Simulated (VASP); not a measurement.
ZrB, 2 atoms in the cell. Symmetry: Fm-3m, No. 225, cubic system. Conventional cell: a = 4.650 Å, b = 4.650 Å, c = 4.650 Å, α = 90.00°, β = 90.00°, γ = 90.00°. Within 3.1 Å of Zr (site symmetry m-3m) lie 6 B at 2.33 Å. B (site symmetry m-3m) has 6 Zr at 2.33 Å within 3.1 Å. 

- Program: VASP 6.6.1
- Task: single point
- Functional: PBEsol
- Potentials or basis: VASP PAW PBE potentials, release 64 (Zr_sv, B_h)
- Cutoff: 1230 eV
- k mesh: 10 × 10 × 10
- Occupations: fermi-dirac, width 0.05 eV
- Spin: no spin polarisation
- Hubbard terms: Zr d U = 4.0 eV
- Dipole correction: no
- Further INCAR settings: ALGO = Normal; EDIFF = 1e-06; NBANDS = 14

Potentials or basis: VASP PAW PBE potentials, release 64 (Zr_sv, B_h).

Run with:

```sh
$ cat potpaw_PBE.64/Zr_sv/POTCAR potpaw_PBE.64/B_h/POTCAR > POTCAR
$ mpirun -np 1 vasp_std > vasp.out
```

Hardware: 1 thread of AMD EPYC 9R45 96-Core Processor (Zen 5), on a shared host.

Task: How long does it take, and how much memory?

Result: Run time: 41 s on 1 thread of AMD EPYC 9R45 96-Core Processor (Zen 5), with other jobs on the host, peak memory 0.25 GiB. Counts: scf iterations 13, k points 47.
